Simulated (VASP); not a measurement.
Here is a VASP 6.6.1 calculation.

Contents of INCAR:

```
SYSTEM = SiC
PREC = Accurate
ENCUT = 520
EDIFF = 1E-6
ISMEAR = 0
SIGMA = 0.05
LREAL = .False.
LASPH = .True.
NELM = 100
ALGO = Normal
ISIF = 2
LWAVE = .False.
LCHARG = .True.
GGA = PE
LELF = .True.
LVHAR = .True.
NBANDS = 11
```

KPOINTS

```
Automatic mesh
0
Gamma
  12 12 12
  0 0 0
```

POSCAR

```
SiC
1.0
    0.0000000000      2.2896454437      2.2896454437
    2.2896454437      0.0000000000      2.2896454437
    2.1948541223      2.1948541223      0.0947913214
Si C
1 1
Direct
    0.0000000000      0.0000000000      0.0000000000
    0.7500000000      0.7500000000      0.7500000000
```

Potentials or basis: VASP PAW PBE potentials, release 64 (Si, C).

Run with:

```sh
$ cat potpaw_PBE.64/Si/POTCAR potpaw_PBE.64/C/POTCAR > POTCAR
$ mpirun -np 1 vasp_std > vasp.out
```

(1) Predict the pressure.

(2) What does it give for the largest force?

(3) Predict the band gap on the k mesh.

## Answers

(1) -11.8 GPa.

(2) 0.509 eV/Å.

(3) 1.21 eV, indirect (least direct gap 4.05 eV).
